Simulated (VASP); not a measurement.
Wanted: the native input for a VASP 6.6.1 run.

```yaml
Task: single point
Functional: LDA
Potentials_or_basis: VASP PAW LDA potentials, release 64 (V_sv, Pt)
Cutoff: 520 eV
k_mesh: 7 × 7 × 7
Occupations: fermi-dirac, width 0.1 eV
Spin: collinear spin, ferromagnetic start
Starting_moments: "[2.27, 0.0, 0.0, 0.0] μB"
Fixed_moment: 2.27 μB
Dipole_correction: no
Further_INCAR_settings: ALGO = Normal; EDIFF = 1e-07; NBANDS = 34
```

The structure of VPt3 lies in POSCAR:

```
VPt3
1.0
    3.8790000000      0.0000000000      0.0000000000
    0.0000000000      3.8790000000      0.0000000000
    0.0000000000      0.0000000000      3.8790000000
V Pt
1 3
Direct
    0.0000000000      0.0000000000      0.0000000000
    0.0000000000      0.5000000000      0.5000000000
    0.5000000000      0.0000000000      0.5000000000
    0.5000000000      0.5000000000      0.0000000000
```

One way to write it, as run:

INCAR

```
  PREC = Accurate
  ENCUT = 520
  EDIFF = 1E-7
  ISMEAR = -1
  SIGMA = 0.1
  LREAL = False
  LASPH = True
  NELM = 150
  ALGO = Normal
  ISIF = 2
  LWAVE = False
  LCHARG = True
  ISPIN = 2
  MAGMOM = 2.27 0 0 0
  LORBIT = 11
  NUPDOWN = 2.27
  LMAXMIX = 4
  LELF = True
  LVHAR = True
  NBANDS = 34
```

KPOINTS

```
regular mesh
0
Gamma
  7 7 7
```

Potentials or basis: VASP PAW LDA potentials, release 64 (V_sv, Pt).

Launch:

```sh
$ cat potpaw_LDA.64/V_sv/POTCAR potpaw_LDA.64/Pt/POTCAR > POTCAR
$ mpirun -np 1 vasp_std > vasp.out
```

It gave:

```json
{
  "Pressure": "-5.9 GPa",
  "Net moment": "2.27 μB per cell",
  "Site moments": "V +1.54; Pt +0.19 μB",
  "Valence electrons inside the program's atomic spheres": "V 11.44; Pt 9.43"
}
```

Caveat: the total moment is fixed, so each spin has its own Fermi level.

It took 65 s on 1 thread of Intel(R) Xeon(R) Platinum 8488C (Sapphire Rapids), on a shared host, peak memory 0.2 GiB.
